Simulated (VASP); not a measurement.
# AlC18 in VASP: single point with PBE

Aim: the single point of AlC18 with PBE.

Everything below comes from runs of VASP 6.6.1. Logs are shortened: lines on timing, memory, paths and dates and some standing lists are left out, and cuts for length are marked.

## (1) The cell of the first run

The cell holds a slab with vacuum, 19 atoms: a = 7.398 Å, b = 7.398 Å, c = 11.000 Å, α = 90.00°, β = 90.00°, γ = 120.00°.

## (2) Single point, PBE, collinear spin, zero start

INCAR

```
  PREC = Accurate
  ENCUT = 520
  EDIFF = 1E-6
  ISMEAR = 0
  SIGMA = 0.05
  LREAL = Auto
  LASPH = True
  NELM = 150
  ALGO = Normal
  ISIF = 2
  LWAVE = False
  LCHARG = False
  ISPIN = 2
  MAGMOM = 0 0 0 0 0 0 0 0 0 0 0 0 0 0 0 0 0 0 0
  LORBIT = 11
  GGA = PE
  NBANDS = 56
```

KPOINTS

```
regular mesh
0
Gamma
  2 2 1
```

POSCAR

```
AlC18
1.0
    7.3980000000      0.0000000000      0.0000000000
   -3.6990000000      6.4068560000      0.0000000000
    0.0000000000      0.0000000000     11.0000000000
C Al
18 1
Direct
   -0.0001877157      0.0007905594      0.0883241818
    0.2214770311      0.1108064548      0.0882063636
   -0.0001885543      0.3324755543      0.0883289091
    0.2214766247      0.4441232954      0.0882068182
    0.0005590028      0.6670050021      0.0880892727
    0.2225780179      0.7780154572      0.0883411818
    0.3326009648     -0.0003179407      0.0882099091
    0.5542640519      0.1096943649      0.0882995455
    0.3314822426      0.3324675941      0.0882823636
    0.5535133674      0.4434822634      0.0879860909
    0.3326005729      0.6663714621      0.0882093636
    0.5542632632      0.7780234174      0.0882947273
    0.6659176317     -0.0003145068      0.0882052727
    0.8881667147      0.1108100447      0.0882113636
    0.6652870544      0.3317219866      0.0880162727
    0.8888085869      0.4434944378      0.0880680000
    0.6652859815      0.6670174888      0.0880077273
    0.8888099492      0.7787677763      0.0880597273
    0.7756205005      0.5546519229      0.2781077273
```

Potentials or basis: VASP PAW PBE potentials, release 64 (C, Al).

On the command line:

```console
> cat potpaw_PBE.64/C/POTCAR potpaw_PBE.64/Al/POTCAR > POTCAR
> mpirun -np 1 vasp_std > vasp.out
```

OUTCAR:

```text
PREC = Accurate
   ENCUT = 520
   EDIFF = 1E-6
   ISMEAR = 0
   LREAL = Auto
   LASPH = True
   NELM = 150
   ISIF = 2
   ISPIN = 2
   LORBIT = 11
   GGA = PE

 ion  position               nearest neighbor table
   1  1.000  0.001  0.088-   2 1.42  14 1.42  18 1.42
   2  0.221  0.111  0.088-   9 1.42   1 1.42   7 1.42
   3  1.000  0.332  0.088-   4 1.42  14 1.42  16 1.42
   4  0.221  0.444  0.088-   9 1.42   3 1.42  11 1.42
   5  0.001  0.667  0.088-   6 1.42  16 1.43  18 1.43  19 2.54
   6  0.223  0.778  0.088-  11 1.42   7 1.42   5 1.42
   7  0.333  1.000  0.088-   8 1.42   6 1.42   2 1.42
   8  0.554  0.110  0.088-  13 1.42   7 1.42  15 1.42
   9  0.331  0.332  0.088-   2 1.42   4 1.42  10 1.42
  10  0.554  0.443  0.088-   9 1.42  15 1.43  17 1.43  19 2.53
  11  0.333  0.666  0.088-  12 1.42   6 1.42   4 1.42
  12  0.554  0.778  0.088-  13 1.42  11 1.42  17 1.42
  13  0.666  1.000  0.088-  12 1.42   8 1.42  14 1.42
  14  0.888  0.111  0.088-   1 1.42   3 1.42  13 1.42
  15  0.665  0.332  0.088-   8 1.42  16 1.43  10 1.43  19 2.53
  16  0.889  0.443  0.088-   3 1.42   5 1.43  15 1.43  19 2.54
  17  0.665  0.667  0.088-  12 1.42  18 1.43  10 1.43  19 2.53
  18  0.889  0.779  0.088-   1 1.42   5 1.43  17 1.43  19 2.54
  19  0.776  0.555  0.278-  10 2.53  17 2.53  15 2.53  18 2.54  16 2.54   5 2.54

  LATTYP: Found a hexagonal cell.
 ALAT       =     7.3980000000
 C/A-ratio  =     1.4868883482

  Lattice vectors:

 A1 = (   7.3980000000,   0.0000000000,   0.0000000000)
 A2 = (  -3.6990000000,   6.4068560000,   0.0000000000)
 A3 = (   0.0000000000,   0.0000000000,  11.0000000000)

Analysis of symmetry for initial positions (statically):
=====================================================================
 Subroutine PRICEL returns:
 Original cell was already a primitive cell.

 Routine SETGRP: Setting up the symmetry group for a
 hexagonal supercell.

 Subroutine GETGRP returns: Found  1 space group operations
 (whereof  1 operations were pure point group operations)
 out of a pool of 24 trial point group operations.

The static configuration has the point symmetry C_1 .

Analysis of symmetry for dynamics (positions and initial velocities):
=====================================================================
 Subroutine PRICEL returns:
 Original cell was already a primitive cell.

 Routine SETGRP: Setting up the symmetry group for a
 hexagonal supercell.

 Subroutine GETGRP returns: Found  1 space group operations
 (whereof  1 operations were pure point group operations)
 out of a pool of 24 trial point group operations.

The dynamic configuration has the point symmetry C_1 .

Analysis of structural, dynamic, and magnetic symmetry:
=====================================================================
 Subroutine PRICEL returns:
 Original cell was already a primitive cell.

 Routine SETGRP: Setting up the symmetry group for a
 hexagonal supercell.

 Subroutine GETGRP returns: Found  1 space group operations
 (whereof  1 operations were pure point group operations)
 out of a pool of 24 trial point group operations.

The overall configuration has the point symmetry C_1 .

 Subroutine INISYM returns: Found  1 space group operations
 (whereof  1 operations are pure point group operations),
 and found     1 'primitive' translations

----------------------------------------------------------------------------------------

                                     Primitive cell

  volume of cell :     521.3771

  direct lattice vectors                    reciprocal lattice vectors
     7.398000000  0.000000000  0.000000000     0.135171668  0.078041398  0.000000000
    -3.699000000  6.406856000  0.000000000     0.000000000  0.156082796  0.000000000
     0.000000000  0.000000000 11.000000000     0.000000000  0.000000000  0.090909091

  length of vectors
     7.398000000  7.398000054 11.000000000     0.156082797  0.156082796  0.090909091

  position of ions in fractional coordinates (direct lattice)
     0.999812284  0.000790559  0.088324182
     0.221477031  0.110806455  0.088206364
     0.999811446  0.332475554  0.088328909
     0.221476625  0.444123295  0.088206818
     0.000559003  0.667005002  0.088089273
     0.222578018  0.778015457  0.088341182
[... 11 lines left out ...]
     0.888809949  0.778767776  0.088059727
     0.775620500  0.554651923  0.278107727

  ion indices of the primitive-cell ions
   primitive index   ion index
                 1           1
                 2           2
                 3           3
                 4           4
                 5           5
                 6           6
[... 11 lines left out ...]
                18          18
                19          19

----------------------------------------------------------------------------------------

 KPOINTS: regular mesh

Automatic generation of k-mesh.
 Grid dimensions read from file:
 generate k-points for:    2    2    1

 Generating k-lattice:

  Cartesian coordinates                     Fractional coordinates (reciprocal lattice)
     0.067585834  0.039020699  0.000000000     0.500000000 -0.000000000  0.000000000
     0.000000000  0.078041398  0.000000000     0.000000000  0.500000000  0.000000000
     0.000000000  0.000000000  0.090909091     0.000000000  0.000000000  1.000000000

  Length of vectors
     0.078041399  0.078041398  0.090909091

  Shift w.r.t. Gamma in fractional coordinates (k-lattice)
     0.000000000  0.000000000  0.000000000

 Subroutine IBZKPT returns following result:
 ===========================================

 Found      4 irreducible k-points:

 Following reciprocal coordinates:
            Coordinates               Weight
  0.000000  0.000000  0.000000      1.000000
  0.500000 -0.000000  0.000000      1.000000
  0.000000  0.500000  0.000000      1.000000
  0.500000  0.500000  0.000000      1.000000
   k-points           NKPTS =      4   k-points in BZ     NKDIM =      4   number of bands    NBANDS=     56
   number of dos      NEDOS =    301   number of ions     NIONS =     19
   total plane-waves  NPLWV = 263424
   dimension x,y,z NGX =    56 NGY =   56 NGZ =   84
   dimension x,y,z NGXF=   112 NGYF=  112 NGZF=  168
   ions per type =              18   1
   NGX,Y,Z   is equivalent  to a cutoff of  12.58, 12.58, 12.70 a.u.
   NGXF,Y,Z  is equivalent  to a cutoff of  25.17, 25.17, 25.39 a.u.
 SYSTEM =  unknown system
   PREC   = accura    normal or accurate (medium, high low for compatibility)
   ISTART =      0    job   : 0-new  1-cont  2-samecut
   ICHARG =      2    charge: 1-file 2-atom 10-const
   ISPIN  =      2    spin polarized calculation?
   LNONCOLLINEAR =      F non collinear calculations
   LSORBIT =      F    spin-orbit coupling
   LASPH  =      T    aspherical Exc in radial PAW
   ENCUT  =  520.0 eV  38.22 Ry    6.18 a.u.  13.76 13.76 20.45*2*pi/ulx,y,z
   NELM   =    150;   NELMIN=  2; NELMDL= -5     # of ELM steps
   EDIFF  = 0.1E-05   stopping-criterion for ELM
   LREAL  =      T    real-space projection
   EDIFFG = 0.1E-04   stopping-criterion for IOM
   NSW    =      0    number of steps for IOM
   IBRION =     -1    ionic relax: 0-MD 1-quasi-New 2-CG
   NFREE  =      0    steps in history (QN), initial steepest desc. (CG)
   ISIF   =      2    stress and relaxation
   ISYM   =      2    0-nonsym 1-usesym 2-fastsym
   POTIM  = 0.5000    time-step for ionic-motion
   TEBEG  =    0.0;   TEEND  =   0.0 temperature during run
   PSTRESS=    0.0 pullay stress
   NELECT =      75.0000    total number of electrons
   NUPDOWN=      -1.0000    fix difference up-down
   EMIN   =  10.00;   EMAX   =-10.00  energy-range for DOS
   EFERMI =   0.00;   METHOD = LEGACY
   ISMEAR =     0;   SIGMA  =   0.05  broadening in eV -4-tet -1-fermi 0-gaus
   EFERMI_NEDOS =   21; number of points for ismear=-14 and -15
   IALGO  =     38    algorithm
   IMIX   =      4    mixing-type and parameters
     AMIX     =   0.40;   BMIX     =  1.00
     AMIX_MAG =   1.60;   BMIX_MAG =  1.00
  volume/ion in A,a.u.               =      27.44       185.18
  Fermi-wavevector in a.u.,A,eV,Ry     =   0.857784  1.620977 10.011076  0.735793
  Thomas-Fermi vector in A             =   1.974890
   LORBIT       =     11    0 simple, 1 ext, 2 COOP (PROOUT), +10 PAW based schemes
   GGA     = PE    functional components
   LHFCALC =     F    Hartree Fock is set to
   AEXX    =    0.0000 exact exchange contribution
   IVDW    =     0    specifies the selected vdW correction
   LEPSILON=     F    determine dielectric tensor
   LRPA    =     F    only Hartree local field effects (RPA)
 spin polarized calculation
 Gauss-broadening in eV      SIGMA  =   0.05
  energy-cutoff  :      520.00
  volume of cell :      521.38
 maximum number of plane-waves:     14099
 NGX is ok and might be reduce to    56
   NGX = 27   NGY = 27   NGZ = 41

 number of electron      75.0000000 magnetization       0.0000000

 number of electron      75.0000000 magnetization      -0.0000000

 Free energy of the ion-electron system (eV)
  ---------------------------------------------------
  ext. energy  EPLUGINS =         0.00000000
  ---------------------------------------------------
  free energy    TOTEN  =      -167.58581725 eV

  energy without entropy =     -167.58581725  energy(sigma->0) =     -167.58581725

 E-fermi :  -0.8235     XC(G=0):  -4.4832

 val. band max:       -1.0712577884   @ k =   0.0000   0.0000   0.0000
 cond. band min:       0.4363430631   @ k =   0.5000  -0.0000   0.0000
 fundamental gap:      1.5076008514
 Fermi energy:        -0.8234728220

 spin component 1

 k-point     1 :       0.0000    0.0000    0.0000
  band No.  band energies     occupation
      1     -20.5613      1.00000
      2     -18.1875      1.00000
      3     -18.0189      1.00000
      4     -18.0189      1.00000
      5     -17.8034      1.00000
      6     -17.8033      1.00000
[... 41 lines left out ...]
     48       3.8756      0.00000
     49       3.9639      0.00000
[... 154 lines left out ...]
     48       4.1100      0.00000
     49       4.3723      0.00000
 Fermi energy:        -0.8234728220

 spin component 2

 k-point     1 :       0.0000    0.0000    0.0000
  band No.  band energies     occupation
      1     -20.5613      1.00000
      2     -18.1875      1.00000
      3     -18.0189      1.00000
      4     -18.0189      1.00000
      5     -17.8034      1.00000
      6     -17.8033      1.00000
[... 41 lines left out ...]
     48       3.8756      0.00000
     49       3.9639      0.00000
[... 154 lines left out ...]
     48       4.1100      0.00000
     49       4.3723      0.00000
 [bands above 49 left out]

------------------------ aborting loop because EDIFF is reached ----------------------------------------

  FORCE on cell =-STRESS in cart. coord.  units (eV):
  Direction    XX          YY          ZZ          XY          YZ          ZX
  --------------------------------------------------------------------------------------
  -------------------------------------------------------------------------------------
  Total        4.9375772      4.9436118     -0.1144040     -0.0045285      0.0040470      0.0018924
  in kB       15.1730366     15.1915809     -0.3515603     -0.0139161      0.0124364      0.0058154
  external PRESSURE =      10.0043524 kB  Pullay stress =       0.0000000 kB

 VOLUME and BASIS-vectors are now :
 -----------------------------------------------------------------------------
  energy-cutoff  :      520.00
  volume of cell :      521.38
      direct lattice vectors                 reciprocal lattice vectors
     7.398000000  0.000000000  0.000000000     0.135171668  0.078041398  0.000000000
    -3.699000000  6.406856000  0.000000000     0.000000000  0.156082796  0.000000000
     0.000000000  0.000000000 11.000000000     0.000000000  0.000000000  0.090909091

 POSITION                                       TOTAL-FORCE (eV/Angst)
 -----------------------------------------------------------------------------------
      7.39369      0.00507      0.97157         0.004762     -0.004509      0.004241
      1.22861      0.70992      0.97027         0.003719     -0.004385     -0.007800
      6.16678      2.13012      0.97162         0.000046      0.001367     -0.000075
     -0.00433      2.84543      0.97028         0.002305      0.014024      0.000310
     -2.46312      4.27340      0.96898         0.003957      0.001737      0.002555
     -1.23125      4.98463      0.97175         0.000394     -0.007606      0.003094
[... 11 lines left out ...]
      3.69475      4.98945      0.96866         0.000804      0.010466      0.000467
      3.68638      3.55358      3.05919         0.006986      0.004137     -0.014050
 -----------------------------------------------------------------------------------
    total drift:                                0.004203     -0.011777      0.012059

  FREE ENERGIE OF THE ION-ELECTRON SYSTEM (eV)
  ---------------------------------------------------
  free  energy   TOTEN  =      -167.5858172453 eV

  energy  without entropy=     -167.5858172453  energy(sigma->0) =     -167.58581725

 total charge

# of ion       s       p       d       tot
------------------------------------------
    1        0.861   1.800   0.000   2.661
    2        0.862   1.794   0.000   2.656
    3        0.861   1.800   0.000   2.661
    4        0.862   1.794   0.000   2.656
    5        0.860   1.788   0.000   2.648
    6        0.861   1.800   0.000   2.661
[... 11 lines left out ...]
   18        0.860   1.788   0.000   2.648
   19        0.622   0.130   0.000   0.752
--------------------------------------------------
tot         16.117  32.426   0.000  48.543

 magnetization (x)

# of ion       s       p       d       tot
------------------------------------------
    1       -0.000   0.000   0.000  -0.000
    2        0.000   0.000   0.000   0.000
    3       -0.000  -0.000   0.000  -0.000
    4       -0.000   0.000   0.000   0.000
    5       -0.000  -0.000   0.000  -0.000
    6        0.000   0.000   0.000   0.000
[... 11 lines left out ...]
   18       -0.000  -0.000   0.000  -0.000
   19        0.000  -0.000   0.000   0.000
--------------------------------------------------
tot          0.000   0.000   0.000   0.000
```

Wall time 4.3 min (1 thread of AMD EPYC 9R45 (Zen 5), shared host); peak memory 0.76 GiB.

What came out:

| Item | Value |
| --- | --- |
| Free energy | -167.5858 eV |
| Largest force | 0.016 eV/Å |
| Net moment | 0.00 μB per cell |
| Valence electrons inside the program's atomic spheres | C 2.66, 2.65 (each value once); Al 0.75 |

Forces in eV/Å, atoms in the order of the input:
```
C    0.005 -0.005  0.004
C    0.004 -0.004 -0.008
C    0.000  0.001  0.000
C    0.002  0.014  0.000
C    0.004  0.002  0.003
C    0.000 -0.008  0.003
C   -0.009  0.003 -0.003
C   -0.002  0.005  0.002
C    0.003  0.001  0.001
C   -0.008  0.001  0.006
C   -0.001 -0.005 -0.001
C    0.001 -0.009  0.003
C    0.000  0.001 -0.004
C   -0.006 -0.005 -0.003
C   -0.003 -0.004  0.004
C    0.010 -0.002  0.004
C   -0.008 -0.003  0.002
C    0.001  0.010  0.000
Al   0.007  0.004 -0.014
```

Levels at points of the mesh, in eV from the Fermi level:
Spin up:
```tsv
k point	band 34	band 35	band 36	band 37	band 38	band 39	band 40	band 41
(0.00, 0.00, 0.00)	-3.16	-2.37	-0.44	-0.44	-0.25	-0.25	2.33	2.33
(0.50, 0.00, 0.00)	-3.10	-2.83	-2.51	-2.23	1.26	1.81	1.83	1.92
(0.00, 0.50, 0.00)	-3.10	-2.83	-2.51	-2.23	1.26	1.81	1.83	1.92
(0.50, 0.50, 0.00)	-3.10	-2.83	-2.51	-2.23	1.26	1.81	1.83	1.92
```
Spin down:
```tsv
k point	band 33	band 34	band 35	band 36	band 37	band 38	band 39	band 40	band 41	band 42
(0.00, 0.00, 0.00)	-3.16	-3.16	-2.37	-0.44	-0.44	-0.25	-0.25	2.33	2.33	3.01
(0.50, 0.00, 0.00)	-3.14	-3.10	-2.83	-2.51	-2.23	1.26	1.81	1.83	1.92	2.15
(0.00, 0.50, 0.00)	-3.14	-3.10	-2.83	-2.51	-2.23	1.26	1.81	1.83	1.92	2.15
(0.50, 0.50, 0.00)	-3.14	-3.10	-2.83	-2.51	-2.23	1.26	1.81	1.83	1.92	2.15
```

Caveat: the k points lie up to 0.49 Å⁻¹ apart; there is no dipole correction, which matters where the two faces differ; no moment was typed at the start, so none could form.
